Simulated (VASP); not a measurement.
A run of VASP 6.6.1:

The input INCAR:

```
PREC     = Accurate       # precision mode
ENCUT    = 520            # plane-wave cutoff, eV
EDIFF    = 1E-8           # SCF threshold, eV
ISMEAR   = -1             # smearing method
SIGMA    = 0.01           # smearing width, eV
LREAL    = F              # projectors in reciprocal space
LASPH    = T              # aspherical terms in the spheres
NELM     = 60             # most SCF steps
ALGO     = Normal         # electronic algorithm
ISIF     = 2              # what is computed and relaxed
LWAVE    = F              # write WAVECAR
LCHARG   = F              # write CHGCAR
GGA      = PS             # functional
LEFG     = T            
NBANDS   = 16             # bands
```

File KPOINTS:

```
regular mesh
0
Gamma
  9 9 9
```

The input POSCAR:

```
AgCl
1.0
    0.0000000000      2.7915157670      2.7915157670
    2.7915157670      0.0000000000      2.7915157670
    2.7915157670      2.7915157670      0.0000000000
Ag Cl
1 1
Direct
    0.5000000000      0.5000000000      0.5000000000
    0.0000000000      0.0000000000      0.0000000000
```

Potentials or basis: VASP PAW PBE potentials, release 64 (Ag, Cl).

The run is started by

```bash
$ cat potpaw_PBE.64/Ag/POTCAR potpaw_PBE.64/Cl/POTCAR > POTCAR
$ mpirun -np 1 vasp_std > vasp.out
```

Hardware: 1 thread of Intel(R) Xeon(R) Platinum 8375C CPU @ 2.90GHz (Ice Lake), with other jobs on the host.

**Question.** How long does it take, and how much memory?

**Answer.** Run time: 21 s on 1 thread of Intel(R) Xeon(R) Platinum 8375C CPU @ 2.90GHz (Ice Lake), on a shared host, peak memory 0.18 GiB. Counts: scf iterations 14, k points 35.
